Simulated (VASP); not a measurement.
Wanted: the native input for a VASP 6.6.1 run.

```
Task                   : electric field gradients
Functional             : LDA
Potentials or basis    : VASP PAW LDA potentials, release 64 (Sr_sv, Tl_d)
Cutoff                 : 520 eV
k mesh                 : 8 × 8 × 8
Occupations            : fermi-dirac, width 0.05 eV
Spin                   : no spin polarisation
Dipole correction      : no
Further INCAR settings : ALGO = Normal; EDIFF = 1e-08; NBANDS = 18
```

The structure of SrTl lies in POSCAR:

```
SrTl
1.0
    4.0185149494      0.0000000000      0.0000000000
    0.0000000000      4.0185149494      0.0000000000
    0.0000000000      0.0000000000      4.0185149494
Sr Tl
1 1
Direct
    0.0000000000      0.0000000000      0.0000000000
    0.5000000000      0.5000000000      0.5000000000
```

One way to write it, as run:

INCAR

```
SYSTEM = SrTl
PREC = Accurate
ENCUT = 520
EDIFF = 1E-8
ISMEAR = -1
SIGMA = 0.05
LREAL = .FALSE.
LASPH = .TRUE.
NELM = 80
ALGO = Normal
ISIF = 2
LWAVE = .FALSE.
LCHARG = .FALSE.
GGA = CA
LEFG = .TRUE.
NBANDS = 18
```

KPOINTS

```
regular mesh
0
G
  8 8 8
  0 0 0
```

Potentials or basis: VASP PAW LDA potentials, release 64 (Sr_sv, Tl_d).

The run is started by

```sh
$ cat potpaw_LDA.64/Sr_sv/POTCAR potpaw_LDA.64/Tl_d/POTCAR > POTCAR
$ mpirun -np 1 vasp_std > vasp.out
```

It gave:

```
Pressure                                : -1.5 GPa
Band gap on the k mesh                  : zero (an odd number of electrons rules out a gap without spin polarisation)
Largest electric field gradient by atom : zero within the noise of the run
```

Caveat: spin-orbit coupling is left out, which moves the levels of the heavy elements.

It took 50 s on 1 thread of Intel Xeon 8259CL, on a shared host, peak memory 0.17 GiB.
